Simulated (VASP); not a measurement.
Runs of VASP 6.6.1 on SnSe. The structure is that of space group Fm-3m (No. 225), or close to it. The cells are those of the table. 

```csv
level,cell,k mesh,gap on the mesh (eV),pressure (GPa)
r2SCAN,"a = 4.329 Å, angles 60.0°, 2 atoms",6 × 6 × 6,0.23,-2.8
r2SCAN,"a = 4.246 Å, angles 60.0°, 2 atoms",8 × 8 × 8,0.49,(a)
PBE,"a = 4.366 Å, angles 60.0°, 2 atoms",6 × 6 × 6,(c),-2.8
r2SCAN,"a = 4.159 Å, angles 60.0°, 2 atoms",6 × 6 × 6,0.80,(b)
PBE,"a = 4.282 Å, angles 60.0°, 2 atoms",6 × 6 × 6,0.50,-0.3
```

Alike in all rows: task single point; potentials or basis VASP PAW PBE potentials, release 64 (Sn_d, Se); no spin polarisation; cutoff (eV) 520; smearing fermi-dirac 0.02 eV.

Problem. Fill in the values left out.

Solution. (a) 0.3; (b) 3.8; (c) 0.27.

Caveats: spin-orbit coupling is left out, which moves the levels of the heavy elements; the PAW data sets were made with another functional, which shifts forces and pressure a little (some runs).

A k mesh can miss the band edges, and the runs leave out spin-orbit coupling on Se, Sn.
